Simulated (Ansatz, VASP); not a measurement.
WSe: VASP beside Ansatz

```xyz
2
Lattice="0.0000 2.8418 2.8418 2.8418 0.0000 2.8418 2.8418 2.8418 0.0000" Properties=species:S:1:pos:R:3 pbc="T T T"
W     0.0000    0.0000    0.0000
Se    1.4209    1.4209    1.4209
```

Alike in both runs: functional PBE; k mesh 6 × 6 × 6; occupations gaussian, width 0.1 eV; collinear spin.

Ansatz relaxed the structure, and its values are those at the end. VASP's run is a single point on that final structure, the one shown.

|  | VASP | Ansatz |
| --- | --- | --- |
| version | VASP 6.6.1 | Ansatz 0.2.0 |
| potentials or method | VASP PAW PBE potentials, release 64 (W_sv, Se), cutoff 520 eV | scalar-relativistic, plane waves, PAW |
| valence electrons in the cell | 20 | 30 |

VASP gave:

| Item | Value |
| --- | --- |
| gap on the k mesh at the Fermi level (eV) | none |
| pressure (GPa) | -1.8 |
| net moment per atom (μB) | 0.00 |
| size of the moment on the site where the two differ most (μB) | 0.00 |

Task: Which values does Ansatz return?

Result: gap on the k mesh at the Fermi level (eV): none; pressure (GPa): -0.2; net moment per atom (μB): 0.68; size of the moment on the site where the two differ most (μB): 0.84.

The net moments are unlike, so the other rows may belong to different states. Site moments also hang on the region over which each program counts them. A gap of «none» marks a metal or a gap that the smearing closes. VASP's potentials hold 20 valence electrons a cell and Ansatz's 30, so a difference there can come from the potentials and not from the codes.

Neither program's run includes spin-orbit coupling.
